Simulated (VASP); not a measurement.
# SnO2 (P1) in VASP: single point with LDA

Aim: the single point of SnO2 with LDA.

Program: VASP 6.6.1. These are calculated values, not measurements. Logs are shortened: lines on timing, memory, paths and dates and some standing lists are left out, and cuts for length are marked.

## Step 1: The cell of the first run

The typed cell holds 6 atoms: a = 4.711 Å, b = 4.703 Å, c = 3.262 Å, α = 89.56°, β = 89.34°, γ = 90.48°.

## Step 2: Single point, LDA (atoms moved at random and the cell strained at random)

File INCAR:

```
SYSTEM = SnO2
PREC     = Accurate       ! precision mode
ENCUT    = 520            ! plane-wave cutoff, eV
EDIFF    = 1E-7           ! SCF threshold, eV
ISMEAR   = 0              ! smearing method
SIGMA    = 0.05           ! smearing width, eV
LREAL    = .FALSE.        ! projectors in reciprocal space
LASPH    = .TRUE.         ! aspherical terms in the spheres
NELM     = 60             ! most SCF steps
ALGO     = Normal         ! electronic algorithm
ISIF     = 2              ! what is computed and relaxed
LWAVE    = .FALSE.        ! write WAVECAR
LCHARG   = .FALSE.        ! write CHGCAR
NBANDS   = 35             ! bands
```

File KPOINTS:

```
Automatic mesh
0
G
  6 6 8
  0 0 0
```

File POSCAR:

```
SnO2
1.0
    4.7112489678     -0.0198230759      0.0273959840
   -0.0198355672      4.7034070191      0.0184808709
    0.0185106324      0.0124790983      3.2615390834
Sn O
2 4
Direct
    0.5783789727      0.5655030110      0.4778488406
    0.0186650335      0.0016623519      0.0848996684
    0.2499952339      0.3966533735     -0.0027646154
    0.7537236780      0.0534737824      0.4505865238
    0.2112611291      0.7744880174      0.5806013935
    0.6879759527      0.7082194637     -0.0911718109
```

Potentials or basis: VASP PAW LDA potentials, release 64 (Sn_d, O).

Run with:

```
> cat potpaw_LDA.64/Sn_d/POTCAR potpaw_LDA.64/O/POTCAR > POTCAR
> mpirun -np 1 vasp_std > vasp.out
```

OUTCAR:

```text
SYSTEM = SnO2
   PREC = Accurate
   ENCUT = 520
   EDIFF = 1E-7
   ISMEAR = 0
   LREAL = .FALSE.
   LASPH = .TRUE.
   NELM = 60
   ISIF = 2

 ion  position               nearest neighbor table
   1  0.578  0.566  0.478-   6 1.65   5 2.02   6 2.03   3 2.35   3 2.41   4 2.43   4 2.55   2 3.16
                             2 3.54   2 3.60   2 3.61
   2  0.019  0.002  0.085-   4 1.74   5 2.15   6 2.16   3 2.16   5 2.16   4 2.44   1 3.16   1 3.54
                             1 3.60   1 3.61
   3  0.250  0.397  0.997-   2 2.16   1 2.35   1 2.41
   4  0.754  0.053  0.451-   2 1.74   1 2.43   2 2.44   1 2.55
   5  0.211  0.774  0.581-   1 2.02   2 2.15   2 2.16
   6  0.688  0.708  0.909-   1 1.65   1 2.03   2 2.16

  LATTYP: Found a triclinic cell.
 ALAT       =     5.6993436554
 B/A-ratio  =     0.8266513846
 C/A-ratio  =     1.0079052751
 COS(alpha) =     0.0003645469
 COS(beta)  =     0.3288587235
 COS(gamma) =     0.8200851793

  Lattice vectors:

 A1 = (   4.6927383354,  -0.0323021742,  -3.2341430994)
 A2 = (   4.7112489678,  -0.0198230759,   0.0273959840)
 A3 = (   0.0013249348,  -4.7158861174,  -3.2800199543)

Analysis of symmetry for initial positions (statically):
=====================================================================
 Subroutine PRICEL returns:
 Original cell was already a primitive cell.

 Routine SETGRP: Setting up the symmetry group for a
 triclinic supercell.

 Subroutine GETGRP returns: Found  1 space group operations
 (whereof  1 operations were pure point group operations)
 out of a pool of  2 trial point group operations.

The static configuration has the point symmetry C_1 .

Analysis of symmetry for dynamics (positions and initial velocities):
=====================================================================
 Subroutine PRICEL returns:
 Original cell was already a primitive cell.

 Routine SETGRP: Setting up the symmetry group for a
 triclinic supercell.

 Subroutine GETGRP returns: Found  1 space group operations
 (whereof  1 operations were pure point group operations)
 out of a pool of  2 trial point group operations.

The dynamic configuration has the point symmetry C_1 .

 Subroutine INISYM returns: Found  1 space group operations
 (whereof  1 operations are pure point group operations),
 and found     1 'primitive' translations

[... 103 lines left out ...]
   LREAL  =      F    real-space projection
   EDIFFG = 0.1E-05   stopping-criterion for IOM
   NSW    =      0    number of steps for IOM
   IBRION =     -1    ionic relax: 0-MD 1-quasi-New 2-CG
   NFREE  =      0    steps in history (QN), initial steepest desc. (CG)
   ISIF   =      2    stress and relaxation
   ISYM   =      2    0-nonsym 1-usesym 2-fastsym
   POTIM  = 0.5000    time-step for ionic-motion
   TEBEG  =    0.0;   TEEND  =   0.0 temperature during run
   PSTRESS=    0.0 pullay stress
   NELECT =      52.0000    total number of electrons
   NUPDOWN=      -1.0000    fix difference up-down
   EMIN   =  10.00;   EMAX   =-10.00  energy-range for DOS
   EFERMI =   0.00;   METHOD = LEGACY
   ISMEAR =     0;   SIGMA  =   0.05  broadening in eV -4-tet -1-fermi 0-gaus
   EFERMI_NEDOS =   21; number of points for ismear=-14 and -15
   IALGO  =     38    algorithm
   IMIX   =      4    mixing-type and parameters
     AMIX     =   0.40;   BMIX     =  1.00
     AMIX_MAG =   1.60;   BMIX_MAG =  1.00
  volume/ion in A,a.u.               =      12.04        81.28
  Fermi-wavevector in a.u.,A,eV,Ry     =   1.466994  2.772217 29.280721  2.152072
  Thomas-Fermi vector in A             =   2.582665
   LORBIT       =      0    0 simple, 1 ext, 2 COOP (PROOUT), +10 PAW based schemes
   GGA     = CA    functional components
   LHFCALC =     F    Hartree Fock is set to
   AEXX    =    0.0000 exact exchange contribution
   IVDW    =     0    specifies the selected vdW correction
   LEPSILON=     F    determine dielectric tensor
   LRPA    =     F    only Hartree local field effects (RPA)
 non-spin polarized calculation
 Gauss-broadening in eV      SIGMA  =   0.05
  energy-cutoff  :      520.00
  volume of cell :       72.27
 maximum number of plane-waves:      1974
   NGX = 17   NGY = 17   NGZ = 13

 number of electron      52.0000010 magnetization

 Free energy of the ion-electron system (eV)
  ---------------------------------------------------
  ext. energy  EPLUGINS =         0.00000000
  ---------------------------------------------------
  free energy    TOTEN  =       -35.75341203 eV

  energy without entropy =      -35.75340056  energy(sigma->0) =      -35.75340630

 E-fermi :   6.6581     XC(G=0): -11.7606

 val. band max:        6.5532733239   @ k =   0.1667   0.1667   0.1250
 cond. band min:       6.7439062155   @ k =   0.0000   0.0000   0.0000
 fundamental gap:      0.1906328916
 Fermi energy:         6.6580607407

 k-point     1 :       0.0000    0.0000    0.0000
  band No.  band energies     occupation
      1     -16.8232      2.00000
      2     -15.3255      2.00000
      3     -14.7496      2.00000
      4     -14.6608      2.00000
      5     -14.4808      2.00000
      6     -14.3987      2.00000
[... 901 lines left out ...]
     34      17.7003      0.00000
     35      19.2098      0.00000

 [... further k-points ...]

------------------------ aborting loop because EDIFF is reached ----------------------------------------

  FORCE on cell =-STRESS in cart. coord.  units (eV):
  Direction    XX          YY          ZZ          XY          YZ          ZX
  --------------------------------------------------------------------------------------
  -------------------------------------------------------------------------------------
  Total        7.4411317      2.2630791     20.6637921      0.1415920      4.2395629     -1.9111171
  in kB      164.9707778     50.1727335    458.1187341      3.1391113     93.9916146    -42.3696938
  external PRESSURE =     224.4207485 kB  Pullay stress =       0.0000000 kB

 VOLUME and BASIS-vectors are now :
 -----------------------------------------------------------------------------
  energy-cutoff  :      520.00
  volume of cell :       72.27
      direct lattice vectors                 reciprocal lattice vectors
     4.711248968 -0.019823076  0.027395984     0.212268752  0.000899943 -0.001208159
    -0.019835567  4.703407019  0.018480871     0.000899376  0.212618845 -0.000818613
     0.018510632  0.012479098  3.261539083    -0.001788092 -0.001212322  0.306618502

 POSITION                                       TOTAL-FORCE (eV/Angst)
 -----------------------------------------------------------------------------------
      2.72252      2.65429      1.58482        -7.190887     -6.980636    -10.551941
      0.08947      0.00851      0.27745         8.079858     -0.477344     -6.504857
      1.18838      1.87311      3.26670         0.688244     -2.633517      1.185440
      3.55826      0.24219      1.49124        -5.198144      4.449091      5.047391
      0.99069      3.64579      1.91376        -1.586831      2.652820     -1.444046
      3.24400      3.32875      2.99611         5.207760      2.989586     12.268013
 -----------------------------------------------------------------------------------
    total drift:                               -0.000048      0.000087     -0.000417

  FREE ENERGIE OF THE ION-ELECTRON SYSTEM (eV)
  ---------------------------------------------------
  free  energy   TOTEN  =       -35.7534120349 eV

  energy  without entropy=      -35.7534005562  energy(sigma->0) =      -35.75340630
```

OSZICAR:

```text
N       E                     dE             d eps       ncg     rms          rms(c)
DAV:   1     0.633401262168E+03    0.63340E+03   -0.24958E+04 11277   0.234E+03
DAV:   2     0.578502227350E+02   -0.57555E+03   -0.54213E+03 11094   0.607E+02
DAV:   3    -0.383467511346E+02   -0.96197E+02   -0.93989E+02 11570   0.209E+02
DAV:   4    -0.431437386321E+02   -0.47970E+01   -0.47639E+01 12401   0.510E+01
DAV:   5    -0.432649294828E+02   -0.12119E+00   -0.12111E+00 12033   0.856E+00    0.175E+01
DAV:   6    -0.359164333847E+02    0.73485E+01   -0.23285E+01 17069   0.791E+01    0.729E+00
DAV:   7    -0.359013046936E+02    0.15129E-01   -0.34177E+00 11987   0.124E+01    0.354E+00
DAV:   8    -0.357993397934E+02    0.10196E+00   -0.33490E-01 14715   0.523E+00    0.198E+00
DAV:   9    -0.357577456006E+02    0.41594E-01   -0.12546E-01 13068   0.292E+00    0.472E-01
DAV:  10    -0.357534247299E+02    0.43209E-02   -0.15278E-02 15825   0.147E+00    0.165E-01
DAV:  11    -0.357534571186E+02   -0.32389E-04   -0.41524E-03 14090   0.462E-01    0.920E-02
DAV:  12    -0.357534138051E+02    0.43313E-04   -0.34422E-04 12282   0.155E-01    0.304E-02
DAV:  13    -0.357534129400E+02    0.86504E-06   -0.40912E-05 13506   0.608E-02    0.166E-02
DAV:  14    -0.357534124313E+02    0.50873E-06   -0.11097E-05 13033   0.255E-02    0.988E-03
DAV:  15    -0.357534120295E+02    0.40175E-06   -0.18878E-06 14141   0.142E-02    0.339E-03
DAV:  16    -0.357534120349E+02   -0.53624E-08   -0.71561E-07 11144   0.672E-03
   1 F= -.35753412E+02 E0= -.35753406E+02  d E =-.114787E-04
```

It took 8.2 min on 1 thread of Oxide Virtual Turin-like, shared host; peak memory 0.33 GiB.

What came out:

| Property | Result |
| --- | --- |
| Free energy | -35.7534 eV |
| Pressure | 22.4 GPa |
| Largest force | 14.553 eV/Å |
| Band gap on the k mesh | 0.19 eV (least direct gap 0.59 eV) |

Forces in eV/Å, atoms in the order of the input:
```
Sn   -7.191  -6.981 -10.552
Sn    8.080  -0.477  -6.505
O     0.688  -2.634   1.185
O    -5.198   4.449   5.047
O    -1.587   2.653  -1.444
O     5.208   2.990  12.268
```

Caveat: the cell differs from its parent crystal (atoms moved at random and the cell strained at random); the stress differs along the axes, from 5 to 46 GPa; semilocal functionals underestimate gaps, and a narrow one can read as zero; spin-orbit coupling is left out, which moves the levels of the heavy elements; forces of over 1 eV/Å act on the atoms, so gaps and moduli don't describe the material at rest.
